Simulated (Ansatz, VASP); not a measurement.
## Two plane-wave programs on NaCl

```xyz
2
Lattice="0.0000 2.8480 2.8480 2.8480 0.0000 2.8480 2.8480 2.8480 0.0000" Properties=species:S:1:pos:R:3 pbc="T T T"
Na    0.0000    0.0000    0.0000
Cl    2.8480    2.8480    2.8480
```

Alike in both runs: functional PBE; k mesh 8 × 8 × 8; occupations gaussian, width 0.02 eV; no spin polarisation.

Ansatz relaxed the structure, and its values are those at the end. VASP's run is a single point on that final structure, the one shown.

|  | VASP | Ansatz |
| --- | --- | --- |
| version | VASP 6.6.1 | Ansatz 0.2.0 |
| potentials or method | VASP PAW PBE potentials, release 64 (Na_pv, Cl), cutoff 500 eV | scalar-relativistic, plane waves, PAW |
| valence electrons in the cell | 14 | 16 |

Ansatz gave:

```
gap on the k mesh at the Fermi level (eV) : 5.00
least direct gap on the mesh (eV)         : 5.00
pressure (GPa)                            : 0.0
```

Problem. Estimate VASP's values.

Solution. gap on the k mesh at the Fermi level (eV): 4.99; least direct gap on the mesh (eV): 4.99; pressure (GPa): -0.1.

The functional is the same, so the differences come from potentials, cutoffs and numerics. VASP's potentials hold 14 valence electrons a cell and Ansatz's 16, so a difference there can come from the potentials and not from the codes.
